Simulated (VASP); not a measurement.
Here is a VASP 6.6.1 calculation.

File INCAR:

```
  ALGO = Normal
  EDIFF = 1E-6
  ENCUT = 520
  GGA = PE
  ISIF = 2
  ISMEAR = 0
  LASPH = True
  LCHARG = False
  LREAL = False
  LWAVE = False
  NBANDS = 16
  NELM = 100
  PREC = Accurate
  SIGMA = 0.15
```

KPOINTS

```
k-points
0
Gamma
  20 20 20
```

POSCAR

```
InP
1.0
    0.0000000000      2.4680566052      3.4898320397
    2.4680566052      0.0000000000      3.4898320397
    2.4680566052      2.4680566052      0.0000000000
In P
1 1
Direct
    0.0000000000      0.0000000000      0.0000000000
    0.5000000000      0.5000000000      0.5000000000
```

Potentials or basis: VASP PAW PBE potentials, release 64 (In_d, P).

Launch:

```bash
$ cat potpaw_PBE.64/In_d/POTCAR potpaw_PBE.64/P/POTCAR > POTCAR
$ mpirun -np 1 vasp_std > vasp.out
```

(1) What does it give for the pressure?

(2) Estimate the band gap on the k mesh.

## Answers

(1) 15.6 GPa.

(2) zero (band 9 reaches 8.17 eV, above the bottom of band 10 at 5.77 eV).

Caveat: spin-orbit coupling is left out, which moves the levels of the heavy elements.
